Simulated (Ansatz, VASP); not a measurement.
GaF in VASP and in Ansatz

```
Ga F
1.0
     0.00000    2.88369    2.88369
     2.88369    0.00000    2.88369
     2.88369    2.88369    0.00000
Ga F
1 1
Cartesian
  1.4418 1.4418 1.4418
  0.0000 0.0000 0.0000
```

Change from the starting cell: volume scaled by 1.04.

Alike in both runs: task single point; functional PBE; k mesh 8 × 8 × 8; occupations fermi-dirac, width 0.05 eV; no spin polarisation.

|  | VASP | Ansatz |
| --- | --- | --- |
| version | VASP 6.6.1 | Ansatz 0.2.0 |
| potentials or method | VASP PAW PBE potentials, release 64 (Ga_d, F), cutoff 520 eV | all-electron LAPW, scalar-relativistic |

Ansatz gave:

```
gap on the k mesh at the Fermi level (eV) : 2.42
least direct gap on the mesh (eV)         : 2.43
pressure (GPa)                            : -0.9
```

Task: Which values does VASP return?

Result: gap on the k mesh at the Fermi level (eV): 2.42; least direct gap on the mesh (eV): 2.43; pressure (GPa): -1.0.

Ansatz ran all-electron here, and VASP with PAW potentials.
